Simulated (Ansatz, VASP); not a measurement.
**AlGa2P3 in VASP and in Ansatz**

POSCAR

```
AlGa2P3
1.0
    3.8223722697      0.0000000000      0.0000000000
   -1.9111861349      3.3102714883      0.0000000000
    0.0000000000      0.0000000000      9.3632595040
Al Ga P
1 2 3
Direct
    0.0000000000      0.0000000000     -0.0003012043
    0.6666666667      0.3333333333      0.6662995628
    0.3333333333      0.6666666667      0.3338614991
    0.6666666667      0.3333333333      0.9166244678
    0.3333333333      0.6666666667      0.5832781657
    0.0000000000      0.0000000000      0.2502375087
```

The input INCAR.step1:

```
SYSTEM = AlGa2P3
PREC = Accurate
ENCUT = 550
ISMEAR = 0
SIGMA = 0.01
LREAL = .FALSE.
LASPH = .TRUE.
NELM = 120
NBANDS = 31
GGA = PE
ALGO = Normal
EDIFF = 1E-5
LWAVE = .TRUE.
LCHARG = .FALSE.
GGA_COMPAT = .FALSE.
```

File INCAR.step2:

```
SYSTEM = AlGa2P3
PREC = Accurate
ENCUT = 550
EDIFF = 1E-6
ISMEAR = 0
SIGMA = 0.01
LREAL = .FALSE.
LASPH = .TRUE.
NELM = 120
ALGO = Normal
ISIF = 2
LWAVE = .FALSE.
LCHARG = .TRUE.
METAGGA = R2SCAN
LMIXTAU = .TRUE.
LELF = .TRUE.
LVHAR = .TRUE.
NBANDS = 31
ISTART = 1
GGA_COMPAT = .FALSE.
```

KPOINTS

```
regular mesh
0
G
  6 6 2
  0 0 0
```

Input for Ansatz:

```yaml
crystal:
  lattice:
    - [3.8223722697, 0.0, 0.0]
    - [-1.9111861349, 3.3102714883, 0.0]
    - [0.0, 0.0, 9.363259504]
  atoms:
    - { symbol: Al, position: [0.0, 0.0, -0.0003012043] }
    - { symbol: Ga, position: [0.6666666667, 0.3333333333, 0.6662995628] }
    - { symbol: Ga, position: [0.3333333333, 0.6666666667, 0.3338614991] }
    - { symbol: P, position: [0.6666666667, 0.3333333333, 0.9166244678] }
    - { symbol: P, position: [0.3333333333, 0.6666666667, 0.5832781657] }
    - { symbol: P, position: [0.0, 0.0, 0.2502375087] }
kpoints:
  mp_grid: { grid: [6, 6, 2] }
hamiltonian:
  xc: r2scan
scf:
  occupations: { method: fixed }
  n_extra_bands: 5
output:
  forces: true
  stress: true
  eigenvalues: true
```

Alike in both runs: task single point; functional r2SCAN; k mesh 6 × 6 × 2; no spin polarisation.

|  | VASP | Ansatz |
| --- | --- | --- |
| version | VASP 6.6.1 | Ansatz 0.2.0 |
| potentials or method | VASP PAW PBE potentials, release 64 (Al, Ga_d, P) | plane waves, PAW |
| plane-wave cutoff (eV) | 550 | 500 |
| occupations | gaussian, width 0.01 eV | fixed |
| valence electrons in the cell | 44 | 44 |

Ansatz gave:

- gap on the k mesh at the Fermi level (eV): 1.81
- pressure (GPa): 2.9
- traceless stress, the component that is largest in VASP (GPa): -0.13
- rms of the force components (eV/Å): 0.005

What did VASP give for the same quantities?

gap on the k mesh at the Fermi level (eV): 1.81; pressure (GPa): 2.8; traceless stress, the component that is largest in VASP (GPa): -0.10; rms of the force components (eV/Å): 0.006.

VASP's potentials were made for PBE, not for r2SCAN. Atom by atom the forces differ by 0.008 eV/Å (rms over components).
